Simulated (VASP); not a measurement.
A run of VASP 6.6.1 is set up as follows.

File INCAR:

```
SYSTEM = SrTe
PREC = Accurate
ENCUT = 500
EDIFF = 1E-6
ISMEAR = 0
SIGMA = 0.01
LREAL = .FALSE.
LASPH = .TRUE.
NELM = 120
ALGO = Normal
ISIF = 2
LWAVE = .FALSE.
LCHARG = .FALSE.
NBANDS = 15
GGA_COMPAT = .FALSE.
```

The input KPOINTS:

```
Automatic mesh
0
G
  6 6 6
  0 0 0
```

POSCAR

```
SrTe
1.0
    0.0000000000      3.3526569095      3.3526569095
    3.3526569095      0.0000000000      3.3526569095
    3.3526569095      3.3526569095      0.0000000000
Sr Te
1 1
Direct
    0.0000000000      0.0000000000      0.0000000000
    0.5000000000      0.5000000000      0.5000000000
```

Potentials or basis: VASP PAW LDA potentials, release 64 (Sr_sv, Te).

The run is started by

```bash
$ cat potpaw_LDA.64/Sr_sv/POTCAR potpaw_LDA.64/Te/POTCAR > POTCAR
$ mpirun -np 1 vasp_std > vasp.out
```

Task: Predict the pressure.

Result: -2.6 GPa.

Task: What does it give for the band gap on the k mesh?

Result: 1.62 eV, indirect (least direct gap 2.35 eV).

Caveat: spin-orbit coupling is left out, which moves the levels of the heavy elements. A k mesh can miss the band edges.
